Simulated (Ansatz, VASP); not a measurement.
**Two plane-wave programs on Na**

```xyz
1
Lattice="-2.1651 2.1651 2.1651 2.1651 -2.1651 2.1651 2.1651 2.1651 -2.1651" Properties=species:S:1:pos:R:3 pbc="T T T"
Na    0.0000    0.0000    0.0000
```

Alike in both runs: task single point; functional PBEsol; k mesh 17 × 17 × 17; occupations fermi-dirac, width 0.1 eV; no spin polarisation.

|  | VASP | Ansatz |
| --- | --- | --- |
| version | VASP 6.6.1 | Ansatz 0.2.0 |
| potentials or method | VASP PAW PBE potentials, release 64 (Na_pv), cutoff 520 eV | plane waves (420 eV) with PAW, scalar-relativistic |
| valence electrons in the cell | 7 | 9 |

```tsv
	VASP	Ansatz	Ansatz less VASP
pressure (GPa)	-0.7	-0.7	+0.01
```

VASP's potentials were made for PBE, not for PBEsol, and Ansatz warns of the same on its side. VASP's potentials hold 7 valence electrons a cell and Ansatz's 9, so a difference there can come from the potentials and not from the codes.
